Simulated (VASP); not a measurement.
A run of VASP 6.6.1 is set up as follows.

File INCAR:

```
PREC = Accurate
ENCUT = 520
EDIFF = 1E-8
ISMEAR = -1
SIGMA = 0.03
LREAL = False
LASPH = True
NELM = 80
ALGO = Normal
ISIF = 2
LWAVE = False
LCHARG = False
GGA = PS
LEFG = True
NBANDS = 19
```

File KPOINTS:

```
Automatic mesh
0
Gamma
  16 16 8
```

File POSCAR:

```
Zn
1.0
    2.6558856186      0.0000000000      0.0000000000
   -1.3279428093      2.3000644152      0.0000000000
    0.0000000000      0.0000000000      4.9301557293
Zn
2
Direct
    0.3333333333      0.6666666667      0.2500000000
    0.6666666667      0.3333333333      0.7500000000
```

Potentials or basis: VASP PAW PBE potentials, release 64 (Zn).

Run with:

```sh
$ cat potpaw_PBE.64/Zn/POTCAR > POTCAR
$ mpirun -np 1 vasp_std > vasp.out
```

Estimate the pressure.

-4.5 GPa.

What does it give for the band gap on the k mesh?

Zero (band 12 reaches 4.28 eV, above the bottom of band 13 at -0.02 eV).

Stress tensor (GPa, compression positive):
```
-4.53  0.00  0.00
 0.00 -4.53  0.00
 0.00  0.00 -4.39
```

Caveat: without QUAD_EFG the Cq values of the log hold for a quadrupole moment of 1 mb, not for the nuclei; the PAW data sets were made with another functional, which shifts forces and pressure a little.
